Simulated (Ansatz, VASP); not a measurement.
# GaN in VASP and in Ansatz

```
Ga N
1.0
     3.18282    0.00000    0.00000
    -1.59141    2.75641    0.00000
     0.00000    0.00000    5.18569
Ga N
2 2
Direct
  0.33333 0.66667 0.96318
  0.66667 0.33333 0.46318
  0.33333 0.66667 0.41382
  0.66667 0.33333 0.91382
```

Change from the starting cell: polar distortion scaled by 0.40.

Alike in both runs: task single point; functional PBEsol; k mesh 15 × 15 × 8; no spin polarisation.

|  | VASP | Ansatz |
| --- | --- | --- |
| version | VASP 6.6.1 | Ansatz 0.2.0 |
| potentials or method | VASP PAW PBE potentials, release 64 (Ga_d, N), cutoff 520 eV | scalar-relativistic, plane waves, PAW |
| occupations | gaussian, width 0.01 eV | fixed |
| valence electrons in the cell | 36 | 36 |

|  | VASP | Ansatz | Ansatz less VASP |
| --- | --- | --- | --- |
| gap on the k mesh at the Fermi level (eV) | 1.79 | 1.78 | -0.010 |
| least direct gap on the mesh (eV) | 1.79 | 1.78 | -0.010 |
| pressure (GPa) | 6.9 | 7.2 | +0.36 |
| traceless stress, the component that is largest in VASP (GPa) | -10.97 | -11.43 | -0.452 |
| rms of the force components (eV/Å) | 0.663 | 0.673 | +0.0096 |

VASP's potentials were made for PBE, not for PBEsol, and Ansatz warns of the same on its side. Atom by atom the forces differ by 0.010 eV/Å (rms over components).
